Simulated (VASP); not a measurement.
Write the native input for VASP 6.6.1 that does the following.

```
Task                   : relaxation of cell and atoms
Functional             : PBE
Potentials or basis    : VASP PAW PBE potentials, release 64 (Hf_pv, Si, F)
Cutoff                 : 600 eV
k mesh                 : 12 × 12 × 6
Occupations            : gaussian, width 0.1 eV
Spin                   : no spin polarisation
Dipole correction      : no
Further INCAR settings : ALGO = Normal; EDIFF = 1e-06; IBRION = 2; EDIFFG = -0.01; NSW = 100; ISIF = 3
```

The structure of HfSiF lies in POSCAR:

```
HfSiF
1.0
    3.7107798350      0.0000000000      0.0000000000
   -1.8553899175      3.2136296050      0.0000000000
    0.0000000000      0.0000000000      8.1915119571
Hf Si F
2 2 2
Direct
    0.0000000000      0.0000000000      0.5720777275
    0.0000000000      0.0000000000      0.0720777275
    0.6666666667      0.3333333333      0.8286123163
    0.3333333333      0.6666666667      0.3286123163
    0.3333333333      0.6666666667      0.6440899762
    0.6666666667      0.3333333333      0.1440899762
```

One way to write it, as run:

INCAR

```
ALGO = Normal
EDIFF = 1E-6
EDIFFG = -0.01
ENCUT = 600
GGA = PE
IBRION = 2
ISIF = 3
ISMEAR = 0
LASPH = T
LCHARG = F
LREAL = F
LWAVE = F
NELM = 100
NSW = 100
PREC = Accurate
SIGMA = 0.1
```

KPOINTS

```
k-points
0
Gamma
  12 12 6
```

Potentials or basis: VASP PAW PBE potentials, release 64 (Hf_pv, Si, F).

Command:

```bash
$ cat potpaw_PBE.64/Hf_pv/POTCAR potpaw_PBE.64/Si/POTCAR potpaw_PBE.64/F/POTCAR > POTCAR
$ mpirun -np 1 vasp_std > vasp.out
```

It gave:

- Relaxed volume: 16.16 Å³/atom
- Relaxed cell: a = 3.708 Å, b = 3.708 Å, c = 8.142 Å, α = 90.00°, β = 90.00°, γ = 120.00°
- Space group after relaxing (to 0.05 Å): P6_3mc (No. 186)
- Energy gained by relaxing: 1.7 meV/atom
- Ionic steps: 6
- Pressure after relaxing: 0.0 GPa
- Largest force after relaxing: 0.007 eV/Å
- Band gap on the k mesh: zero (band 21 reaches 6.94 eV, above the bottom of band 22 at 4.67 eV)

Caveat: spin-orbit coupling is left out, which moves the levels of the heavy elements.

Run time: 12 min on 1 thread of AMD EPYC 7R43 64-Core Processor (Zen 3), on a shared host, peak memory 0.35 GiB.
